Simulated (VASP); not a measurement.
Wanted: the native input for a VASP 6.6.1 run.

| Item | Value |
| --- | --- |
| Task | single point |
| Functional | LDA |
| Potentials or basis | VASP PAW LDA potentials, release 64 (Sc_sv, F) |
| Cutoff | 520 eV |
| k mesh | 6 × 6 × 6 |
| Occupations | gaussian, width 0.05 eV |
| Spin | no spin polarisation |
| Dipole correction | no |
| Further INCAR settings | ALGO = Normal; EDIFF = 1e-06; NBANDS = 24 |

The structure of ScF3 lies in POSCAR:

```
ScF3
1.0
    4.0124500000      0.0000000000      0.0000000000
    0.0000000000      4.0124500000      0.0000000000
    0.0000000000      0.0000000000      4.0124500000
Sc F
1 3
Direct
    0.0093459109      0.0000000000      0.0000000000
    0.5000000000      0.0000000000      0.0000000000
    0.0000000000      0.5000000000      0.0000000000
    0.0000000000      0.0000000000      0.5000000000
```

This cell differs from its parent crystal: all Sc atoms moved +0.037 Å, as atom 1 along Cartesian [1 0 0].

One way to write it, as run:

INCAR

```
SYSTEM = ScF3
ALGO     = Normal         ! electronic algorithm
EDIFF    = 1E-6           ! SCF threshold, eV
ENCUT    = 520            ! plane-wave cutoff, eV
ISIF     = 2              ! what is computed and relaxed
ISMEAR   = 0              ! smearing method
LASPH    = .TRUE.         ! aspherical terms in the spheres
LCHARG   = .FALSE.        ! write CHGCAR
LREAL    = .FALSE.        ! projectors in reciprocal space
LWAVE    = .FALSE.        ! write WAVECAR
NBANDS   = 24             ! bands
NELM     = 100            ! most SCF steps
PREC     = Accurate       ! precision mode
SIGMA    = 0.05           ! smearing width, eV
```

KPOINTS

```
k-points
0
G
  6 6 6
  0 0 0
```

Potentials or basis: VASP PAW LDA potentials, release 64 (Sc_sv, F).

Launch:

```console
$ cat potpaw_LDA.64/Sc_sv/POTCAR potpaw_LDA.64/F/POTCAR > POTCAR
$ mpirun -np 1 vasp_std > vasp.out
```

Results of the run:

The pressure is -2.2 GPa and the largest force is 0.354 eV/Å. The band gap on the k mesh is 6.19 eV, indirect (least direct gap 6.73 eV).

Caveat: the cell differs from its parent crystal (all Sc atoms moved +0.037 Å, as atom 1 along Cartesian [1 0 0]).

Run time: 44 s on 1 thread of Intel Xeon 6975P-C, with other jobs on the host, peak memory 0.18 GiB.
